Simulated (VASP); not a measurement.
# Nb (Pm-3m) in VASP: notebook, part 2 of 2

VASP 6.6.1. Earlier steps stand in the parts before.

## 3. Relaxation of cell and atoms, PBE, target pressure 40 GPa, at which the enthalpy is minimised

Input file INCAR:

```
SYSTEM = Nb
  PREC = Accurate
  ENCUT = 600
  EDIFF = 1E-6
  ISMEAR = 1
  SIGMA = 0.1
  LREAL = .False.
  LASPH = .True.
  NELM = 80
  ALGO = Normal
  ISIF = 3
  LWAVE = .False.
  LCHARG = .False.
  GGA = PE
  IBRION = 2
  NSW = 60
  EDIFFG = -0.03
  PSTRESS = 400.0
```

Input file KPOINTS:

```
Automatic mesh
0
Gamma
  7 7 7
  0 0 0
```

Input file POSCAR:

```
Nb
1.0
    2.7300000000      0.0000000000      0.0000000000
    0.0000000000      2.7300000000      0.0000000000
    0.0000000000      0.0000000000      2.7300000000
Nb
1
Direct
    0.0000000000      0.0000000000      0.0000000000
```

Potentials or basis: VASP PAW PBE potentials, release 64 (Nb_sv).

The run is started by

```bash
> cat potpaw_PBE.64/Nb_sv/POTCAR > POTCAR
> mpirun -np 1 vasp_std > vasp.out
```

OUTCAR:

```text
SYSTEM = Nb
   PREC = Accurate
   ENCUT = 600
   EDIFF = 1E-6
   ISMEAR = 1
   LREAL = .False.
   LASPH = .True.
   NELM = 80
   ISIF = 3
   GGA = PE
   IBRION = 2
   NSW = 60
   EDIFFG = -0.03
   PSTRESS = 400.0

 ion  position               nearest neighbor table
   1  0.000  0.000  0.000-

  LATTYP: Found a simple cubic cell.
 ALAT       =     2.7300000000

  Lattice vectors:

 A1 = (   2.7300000000,   0.0000000000,   0.0000000000)
 A2 = (   0.0000000000,   2.7300000000,   0.0000000000)
 A3 = (   0.0000000000,   0.0000000000,   2.7300000000)

Analysis of symmetry for initial positions (statically):
=====================================================================
 Subroutine PRICEL returns:
 Original cell was already a primitive cell.

 Routine SETGRP: Setting up the symmetry group for a
 simple cubic supercell.

 Subroutine GETGRP returns: Found 48 space group operations
 (whereof 48 operations were pure point group operations)
 out of a pool of 48 trial point group operations.

The static configuration has the point symmetry O_h .

Analysis of symmetry for dynamics (positions and initial velocities):
=====================================================================
 Subroutine PRICEL returns:
 Original cell was already a primitive cell.

 Routine SETGRP: Setting up the symmetry group for a
 simple cubic supercell.

 Subroutine GETGRP returns: Found 48 space group operations
 (whereof 48 operations were pure point group operations)
 out of a pool of 48 trial point group operations.

The dynamic configuration has the point symmetry O_h .

 Subroutine INISYM returns: Found 48 space group operations
 (whereof 48 operations are pure point group operations),
 and found     1 'primitive' translations

----------------------------------------------------------------------------------------

                                     Primitive cell

  volume of cell :      20.3464

  direct lattice vectors                    reciprocal lattice vectors
     2.730000000  0.000000000  0.000000000     0.366300366  0.000000000  0.000000000
     0.000000000  2.730000000  0.000000000     0.000000000  0.366300366  0.000000000
     0.000000000  0.000000000  2.730000000     0.000000000  0.000000000  0.366300366

  length of vectors
     2.730000000  2.730000000  2.730000000     0.366300366  0.366300366  0.366300366

  position of ions in fractional coordinates (direct lattice)
     0.000000000  0.000000000  0.000000000

  ion indices of the primitive-cell ions
   primitive index   ion index
                 1           1

----------------------------------------------------------------------------------------

 KPOINTS: Automatic mesh

Automatic generation of k-mesh.
 Grid dimensions read from file:
 generate k-points for:    7    7    7

 Generating k-lattice:

  Cartesian coordinates                     Fractional coordinates (reciprocal lattice)
     0.052328624  0.000000000  0.000000000     0.142857143  0.000000000  0.000000000
     0.000000000  0.052328624  0.000000000     0.000000000  0.142857143  0.000000000
     0.000000000  0.000000000  0.052328624     0.000000000  0.000000000  0.142857143

  Length of vectors
     0.052328624  0.052328624  0.052328624

  Shift w.r.t. Gamma in fractional coordinates (k-lattice)
     0.000000000  0.000000000  0.000000000

 Subroutine IBZKPT returns following result:
 ===========================================

 Found     20 irreducible k-points:

 Following reciprocal coordinates:
            Coordinates               Weight
  0.000000  0.000000  0.000000      1.000000
  0.142857  0.000000  0.000000      6.000000
  0.285714  0.000000  0.000000      6.000000
  0.428571  0.000000  0.000000      6.000000
  0.142857  0.142857  0.000000     12.000000
  0.285714  0.142857  0.000000     24.000000
[... 12 lines left out ...]
  0.428571  0.428571  0.285714     24.000000
  0.428571  0.428571  0.428571      8.000000
   k-points           NKPTS =     20   k-points in BZ     NKDIM =     20   number of bands    NBANDS=     10
   number of dos      NEDOS =    301   number of ions     NIONS =      1
   total plane-waves  NPLWV =  13824
   dimension x,y,z NGX =    24 NGY =   24 NGZ =   24
   dimension x,y,z NGXF=    48 NGYF=   48 NGZF=   48
   ions per type =               1
   NGX,Y,Z   is equivalent  to a cutoff of  14.62, 14.62, 14.62 a.u.
   NGXF,Y,Z  is equivalent  to a cutoff of  29.23, 29.23, 29.23 a.u.
 SYSTEM =  Nb
   PREC   = accura    normal or accurate (medium, high low for compatibility)
   ISTART =      0    job   : 0-new  1-cont  2-samecut
   ICHARG =      2    charge: 1-file 2-atom 10-const
   ISPIN  =      1    spin polarized calculation?
   LNONCOLLINEAR =      F non collinear calculations
   LSORBIT =      F    spin-orbit coupling
   LASPH  =      T    aspherical Exc in radial PAW
   ENCUT  =  600.0 eV  44.10 Ry    6.64 a.u.   5.45  5.45  5.45*2*pi/ulx,y,z
   NELM   =     80;   NELMIN=  2; NELMDL= -5     # of ELM steps
   EDIFF  = 0.1E-05   stopping-criterion for ELM
   LREAL  =      F    real-space projection
   EDIFFG = -.3E-01   stopping-criterion for IOM
   NSW    =     60    number of steps for IOM
   IBRION =      2    ionic relax: 0-MD 1-quasi-New 2-CG
   NFREE  =      1    steps in history (QN), initial steepest desc. (CG)
   ISIF   =      3    stress and relaxation
   ISYM   =      2    0-nonsym 1-usesym 2-fastsym
   POTIM  = 0.5000    time-step for ionic-motion
   TEBEG  =    0.0;   TEEND  =   0.0 temperature during run
   PSTRESS=  400.0 pullay stress
   NELECT =      13.0000    total number of electrons
   NUPDOWN=      -1.0000    fix difference up-down
   EMIN   =  10.00;   EMAX   =-10.00  energy-range for DOS
   EFERMI =   0.00;   METHOD = LEGACY
   ISMEAR =     1;   SIGMA  =   0.10  broadening in eV -4-tet -1-fermi 0-gaus
   EFERMI_NEDOS =   21; number of points for ismear=-14 and -15
   IALGO  =     38    algorithm
   IMIX   =      4    mixing-type and parameters
     AMIX     =   0.40;   BMIX     =  1.00
     AMIX_MAG =   1.60;   BMIX_MAG =  1.00
  volume/ion in A,a.u.               =      20.35       137.30
  Fermi-wavevector in a.u.,A,eV,Ry     =   1.410024  2.664560 27.050680  1.988169
  Thomas-Fermi vector in A             =   2.532020
   LORBIT       =      0    0 simple, 1 ext, 2 COOP (PROOUT), +10 PAW based schemes
   GGA     = PE    functional components
   LHFCALC =     F    Hartree Fock is set to
   AEXX    =    0.0000 exact exchange contribution
   IVDW    =     0    specifies the selected vdW correction
   LEPSILON=     F    determine dielectric tensor
   LRPA    =     F    only Hartree local field effects (RPA)
 conjugate gradient relaxation of ions
 non-spin polarized calculation
 Methfessel and Paxton  Order N= 1 SIGMA  =   0.10
  energy-cutoff  :      600.00
  volume of cell :       20.35
 maximum number of plane-waves:       691
 NGX is ok and might be reduce to    24
   NGX = 11   NGY = 11   NGZ = 11

--------------------------------------- Ionic step        1  -------------------------------------------

 number of electron      12.9999998 magnetization

 Free energy of the ion-electron system (eV)
  ---------------------------------------------------
  ext. energy  EPLUGINS =         0.00000000
  ---------------------------------------------------
  free energy    TOTEN  =        -9.31269509 eV

  energy without entropy =       -9.31058960  energy(sigma->0) =       -9.31199326

 E-fermi :   9.4703     XC(G=0): -11.7612

 val. band max:        9.4596985891   @ k =   0.4286   0.4286   0.1429
 cond. band min:       9.4992323795   @ k =   0.2857   0.2857   0.2857
 fundamental gap:      0.0395337904
 Fermi energy:         9.4702815101

 k-point     1 :       0.0000    0.0000    0.0000
  band No.  band energies     occupation
      1     -45.0239      2.00000
      2     -20.3357      2.00000
      3     -20.3357      2.00000
      4     -20.3357      2.00000
      5       4.0750      2.00000
      6       6.9274      2.00000
      7       6.9274      2.00000
      8      14.6738      0.00000
      9      14.6738      0.00000
     10      14.6738      0.00000
[... 390 lines left out ...]
  enthalpy is  TOTEN    =        -4.8228570243 eV   P V=        4.2059936883

--------------------------------------- Ionic step        5  -------------------------------------------

 number of electron      13.0000001 magnetization

 Free energy of the ion-electron system (eV)
  ---------------------------------------------------
  ext. energy  EPLUGINS =         0.00000000
  ---------------------------------------------------
  free energy    TOTEN  =        -8.93741759 eV

  energy without entropy =       -8.93701662  energy(sigma->0) =       -8.93728393

 E-fermi :  12.5164     XC(G=0): -12.8594

 val. band max:       12.2936787385   @ k =   0.2857   0.1429   0.1429
 cond. band min:      12.5721296638   @ k =   0.4286   0.4286   0.1429
 fundamental gap:      0.2784509253
 Fermi energy:        12.5163804033

 k-point     1 :       0.0000    0.0000    0.0000
  band No.  band energies     occupation
      1     -42.0861      2.00000
      2     -16.8007      2.00000
      3     -16.8007      2.00000
      4     -16.8007      2.00000
      5       6.6493      2.00000
      6       8.9733      2.00000
      7       8.9734      2.00000
      8      19.0547      0.00000
      9      19.0547      0.00000
     10      19.0547      0.00000
[... 273 lines left out ...]
  FREE ENERGIE OF THE ION-ELECTRON SYSTEM (eV)
  ---------------------------------------------------
  free  energy   TOTEN  =        -8.9374175896 eV

  energy  without entropy=       -8.9370166173  energy(sigma->0) =       -8.93728393

  enthalpy is  TOTEN    =        -4.8309310645 eV   P V=        4.1064865250

 reached required accuracy - stopping structural energy minimisation
```

OSZICAR:

```text
N       E                     dE             d eps       ncg     rms          rms(c)
DAV:   1     0.129467589613E+03    0.12947E+03   -0.79615E+03   400   0.142E+03
DAV:   2    -0.220034110427E+01   -0.13167E+03   -0.12788E+03   424   0.454E+02
DAV:   3    -0.917806263998E+01   -0.69777E+01   -0.63931E+01   598   0.902E+01
[... 53 lines left out ...]
DAV:   4    -0.893568582557E+01   -0.21483E-02   -0.23985E-03   552   0.495E-01    0.228E-01
DAV:   5    -0.893743579266E+01   -0.17500E-02   -0.53094E-03   628   0.600E-01    0.748E-02
DAV:   6    -0.893741598851E+01    0.19804E-04   -0.19585E-04   468   0.177E-01    0.970E-03
DAV:   7    -0.893741804815E+01   -0.20596E-05   -0.38811E-05   624   0.422E-02    0.649E-03
DAV:   8    -0.893741758960E+01    0.45855E-06   -0.48482E-07   240   0.937E-03
   5 F= -.48309311E+01 E0= -.48307974E+01  d E =-.597928E+00
```

Run time: 19 s. Hardware: 1 thread of Intel Xeon Platinum 8488C (Sapphire Rapids), shared host; peak memory 0.14 GiB.

What came out:

```yaml
Free_energy: -8.9374 eV
Relaxed_volume: 16.45 Å³/atom
Relaxed_cell: a = 2.543 Å, b = 2.543 Å, c = 2.543 Å, α = 90.00°, β = 90.00°, γ = 90.00°
Space_group_after_relaxing_to_0.05_Å: Pm-3m (No. 221)
Energy_change_on_relaxing_the_enthalpy_is_what_falls: +375.3 meV/atom
Ionic_steps: 5
Pressure_after_relaxing: 40.2 GPa
```

Step by step:
```csv
step,energy change (eV),largest force (eV/Å),pressure (GPa),volume (Å³)
1,0.0000,0.0000,-1.58,20.35
2,11.2308,0.0000,633.56,8.42
3,0.1882,0.0000,25.85,17.36
4,0.2838,0.0000,33.51,16.85
5,0.3753,0.0000,40.17,16.45
```

Final structure:
```cif
data_structure
_symmetry_space_group_name_H-M 'P 1'
_symmetry_Int_Tables_number 1
_cell_length_a 2.5432
_cell_length_b 2.5432
_cell_length_c 2.5432
_cell_angle_alpha 90.000
_cell_angle_beta 90.000
_cell_angle_gamma 90.000
_cell_volume 16.45
loop_
_atom_site_label
_atom_site_type_symbol
_atom_site_fract_x
_atom_site_fract_y
_atom_site_fract_z
_atom_site_occupancy
Nb1 Nb 0.00000 0.00000 0.00000 1
```

Levels at points of the mesh, in eV from the Fermi level:
```
           k point  band 4  band 5  band 6  band 7  band 8  band 9  band 10
(0.00, 0.00, 0.00)  -29.32   -5.87   -3.54   -3.54    6.54    6.54     6.54
```

Caveat: the cell is relaxed towards a set pressure, so the enthalpy falls and the energy may rise; the volume moved by over 15 % at a fixed basis, so the end points are rough.

## 4. Relaxation of cell and atoms, PBE, target pressure 60 GPa, at which the enthalpy is minimised

Input file INCAR:

```
ALGO = Normal
EDIFF = 1E-6
EDIFFG = -0.03
ENCUT = 600
GGA = PE
IBRION = 2
ISIF = 3
ISMEAR = 1
LASPH = True
LCHARG = False
LREAL = False
LWAVE = False
NELM = 100
NSW = 60
PREC = Accurate
PSTRESS = 600.0
SIGMA = 0.1
```

Input file KPOINTS:

```
k-points
0
Gamma
  7 7 7
```

POSCAR is that of step 3.

The run is started by

```bash
> cat potpaw_PBE.64/Nb_sv/POTCAR > POTCAR
> mpirun -np 1 vasp_std > vasp.out
```

Run time: 31 s. Hardware: 1 thread of Intel Xeon Platinum 8488C (Sapphire Rapids), shared host; peak memory 0.16 GiB.

The run converged. Its results:

- Free energy: -8.6342 eV
- Relaxed volume: 15.47 Å³/atom
- Relaxed cell: a = 2.492 Å, b = 2.492 Å, c = 2.492 Å, α = 90.00°, β = 90.00°, γ = 90.00°
- Space group after relaxing (to 0.05 Å): Pm-3m (No. 221)
- Energy change on relaxing (the enthalpy is what falls): +678.5 meV/atom
- Ionic steps: 9
- Pressure after relaxing: 60.0 GPa

The path:
| step | energy change (eV) | largest force (eV/Å) | pressure (GPa) | volume (Å³) |
| --- | --- | --- | --- | --- |
| 1 | 0.0000 | 0.0000 | -1.58 | 20.35 |
| 2 | 44.9265 | 0.0000 | 3245.99 | 4.91 |
| 3 | 0.0420 | 0.0000 | 10.60 | 18.69 |
| 4 | 0.1543 | 0.0000 | 22.88 | 17.59 |
| 5 | 0.7820 | 0.0000 | 66.34 | 15.21 |
| 6 | 0.6670 | 0.0000 | 59.27 | 15.50 |
| 7 | 0.7002 | 0.0000 | 61.36 | 15.41 |
| 8 | 0.6096 | 0.0000 | 55.68 | 15.66 |
| 9 | 0.6785 | 0.0000 | 60.04 | 15.47 |

Final structure:
```
Nb
1.0
     2.49166    0.00000    0.00000
     0.00000    2.49166    0.00000
     0.00000    0.00000    2.49166
Nb
1
Direct
  0.00000 0.00000 0.00000
```

Levels at points of the mesh, in eV from the Fermi level:
| k point | band 5 | band 6 | band 7 | band 8 | band 9 | band 10 |
| --- | --- | --- | --- | --- | --- | --- |
| (0.00, 0.00, 0.00) | -5.99 | -3.91 | -3.91 | 6.94 | 6.94 | 6.94 |

Caveat: the cell is relaxed towards a set pressure, so the enthalpy falls and the energy may rise; the volume moved by over 15 % at a fixed basis, so the end points are rough.

## 5. The runs side by side

```csv
cell,gap on the mesh (eV),pressure (GPa)
relaxed to 20 GPa,none,20.0
relaxed to 40 GPa,none,40.2
relaxed to 60 GPa,none,60.0
```

Alike in all rows: task relaxation of cell and atoms; level PBE; potentials or basis VASP PAW PBE potentials, release 64 (Nb_sv); no spin polarisation; k mesh 7 × 7 × 7; cutoff (eV) 600; smearing methfessel-paxton 0.1 eV.

Caveats: the cell is relaxed towards a set pressure, so the enthalpy falls and the energy may rise; the volume moved by over 15 % at a fixed basis, so the end points are rough (some runs).

Absolute energies hang on the potentials; compare differences alone.
